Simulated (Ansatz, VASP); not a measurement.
# K: VASP beside Ansatz

INCAR

```
SYSTEM = K
PREC = Accurate
ENCUT = 520
EDIFF = 1E-6
ISMEAR = -1
SIGMA = 0.1
LREAL = .FALSE.
LASPH = .TRUE.
NELM = 100
ALGO = Normal
ISIF = 2
LWAVE = .FALSE.
LCHARG = .FALSE.
GGA = CA
NBANDS = 16
```

KPOINTS

```
Automatic mesh
0
G
  9 9 5
  0 0 0
```

File POSCAR:

```
K
1.0
    4.3861067369      0.0000000000      0.0000000000
   -2.1930533684      3.7984798578      0.0000000000
    0.0000000000      0.0000000000      7.1419255130
K
2
Direct
    0.3333333333      0.6666666667      0.2500000000
    0.6666666667      0.3333333333      0.7500000000
```

Input for Ansatz:

```yaml
crystal:
  lattice:
    - [4.3861067369, 0.0, 0.0]
    - [-2.1930533684, 3.7984798578, 0.0]
    - [0.0, 0.0, 7.141925513]
  atoms:
    - { symbol: K, position: [0.3333333333, 0.6666666667, 0.25] }
    - { symbol: K, position: [0.6666666667, 0.3333333333, 0.75] }
hamiltonian:
  xc: lda
  pseudopotentials:
    kind: paw
    azcp:
      K: "pseudopotentials/K.paw.azcp"
basis:
  ecutwfc: 420
  fft_grid_basis: typed
kpoints:
  mp_grid: { grid: [9, 9, 5], shift: [0, 0, 0] }
magnetization:
  spin_polarized: false
scf:
  occupations: { method: fermi_dirac, width: 0.1 }
  lower_state_search: "off"
output:
  stress: true
```

Alike in both runs: task single point; functional LDA; k mesh 9 × 9 × 5; occupations fermi-dirac, width 0.1 eV; no spin polarisation.

```csv
,VASP,Ansatz
version,VASP 6.6.1,Ansatz 0.2.0
potentials or method,"VASP PAW LDA potentials, release 64 (K_sv), cutoff 520 eV","plane waves (420 eV) with PAW, scalar-relativistic"
valence electrons in the cell,18,18
```

|  | VASP | Ansatz | Ansatz less VASP |
| --- | --- | --- | --- |
| pressure (GPa) | 0.4 | 0.4 | +0.02 |
| traceless stress, the component that is largest in VASP (GPa) | 0.07 | 0.07 | 0.000 |

Ansatz warns that its potentials were made for another functional, while VASP's fit it. LDA's correlation is that of Perdew and Zunger in VASP and of Perdew and Wang (1992) in Ansatz.
